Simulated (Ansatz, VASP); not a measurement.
MnS in VASP and in Ansatz

Contents of INCAR:

```
  PREC = Accurate
  ENCUT = 520
  EDIFF = 1E-6
  ISMEAR = -1
  SIGMA = 0.05
  LREAL = F
  LASPH = T
  NELM = 150
  ALGO = Normal
  ISIF = 2
  LWAVE = F
  LCHARG = F
  ISPIN = 2
  MAGMOM = 0 0 0 0
  LORBIT = 11
  NUPDOWN = 0.0
  LMAXMIX = 4
  GGA = PS
  NBANDS = 31
```

The input KPOINTS:

```
Automatic mesh
0
Gamma
  7 7 4
```

The input POSCAR:

```
MnS
1.0
    3.9535769233      0.0000000000      0.0000000000
   -1.9767884617      3.4238980514      0.0000000000
    0.0000000000      0.0000000000      6.3425288600
Mn S
2 2
Direct
    0.6666666667      0.3333333333      0.4988446700
    0.3333333333      0.6666666667      0.9988446700
    0.3333333333      0.6666666667      0.6261543000
    0.6666666667      0.3333333333      0.1261543000
```

input.yaml

```yaml
crystal:
  lattice:
    - [3.9535769233, 0.0, 0.0]
    - [-1.9767884617, 3.4238980514, 0.0]
    - [0.0, 0.0, 6.34252886]
  atoms:
    - { symbol: Mn, position: [0.6666666667, 0.3333333333, 0.49884467] }
    - { symbol: Mn, position: [0.3333333333, 0.6666666667, 0.99884467] }
    - { symbol: S, position: [0.3333333333, 0.6666666667, 0.6261543] }
    - { symbol: S, position: [0.6666666667, 0.3333333333, 0.1261543] }
hamiltonian:
  xc: pbesol
  pseudopotentials: { kind: paw }
magnetization:
  spin_polarized: true
  initial_magnetization: 0.0
  spin_locking: { lock_magnetization: hard }
kpoints:
  mp_grid: { grid: [7, 7, 4] }
scf:
  occupations: { method: fermi_dirac, width: 0.05 }
  lower_state_search: "off"
output:
  forces: true
  stress: true
  eigenvalues: true
  write_density: true
  write_potential: true
  elf: true
  volumetric_format: npy
```

Alike in both runs: task single point; functional PBEsol; k mesh 7 × 7 × 4; occupations fermi-dirac, width 0.05 eV; collinear spin; fixed moment 0 μB.

|  | VASP | Ansatz |
| --- | --- | --- |
| version | VASP 6.6.1 | Ansatz 0.2.0 |
| potentials or method | VASP PAW PBE potentials, release 64 (Mn_pv, S) | Ansatz PAW |
| plane-wave cutoff (eV) | 520 | 420 |
| valence electrons in the cell | 38 | 42 |

|  | VASP | Ansatz | Ansatz less VASP |
| --- | --- | --- | --- |
| pressure (GPa) | -23.1 | -23.2 | -0.14 |
| traceless stress, the component that is largest in VASP (GPa) | 0.90 | 0.90 | +0.002 |
| rms of the force components (eV/Å) | 0.059 | 0.059 | +0.0001 |

VASP's potentials were made for PBE, not for PBEsol. Atom by atom the forces differ by 0.000 eV/Å (rms over components). VASP's potentials hold 38 valence electrons a cell and Ansatz's 42, so a difference there can come from the potentials and not from the codes.
